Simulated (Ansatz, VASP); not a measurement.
**InSb: VASP beside Ansatz**

```
CELL_PARAMETERS angstrom
5.35700 0.00000 0.00000
0.00000 5.71200 0.00000
0.00000 0.00000 3.09363
ATOMIC_POSITIONS crystal
In 0.00000 0.00000 0.00000
In 0.50000 0.50000 0.00000
Sb 0.50000 0.00000 0.83500
Sb 0.00000 0.50000 0.16500
```

Change from the starting cell: zz strain of +1 %.

Alike in both runs: task single point; functional LDA; k mesh 6 × 6 × 11; occupations fermi-dirac, width 0.08 eV; no spin polarisation.

|  | VASP | Ansatz |
| --- | --- | --- |
| version | VASP 6.6.1 | Ansatz 0.2.0 |
| potentials or method | VASP PAW LDA potentials, release 64 (In_d, Sb), cutoff 520 eV | all-electron LAPW, scalar-relativistic |

VASP gave:

```
pressure (GPa)                                                : 11.0
traceless stress, the component that is largest in VASP (GPa) : 11.34
rms of the force components (eV/Å)                            : 0.279
```

Task: What did Ansatz give for the same quantities?

Result: Pressure (GPa): 10.7; traceless stress, the component that is largest in VASP (GPa): 11.29; rms of the force components (eV/Å): 0.276.

LDA's correlation is that of Perdew and Zunger in VASP and of Perdew and Wang (1992) in Ansatz. Atom by atom the forces differ by 0.002 eV/Å (rms over components). Ansatz ran all-electron here, and VASP with PAW potentials.

Spin-orbit coupling is off throughout.
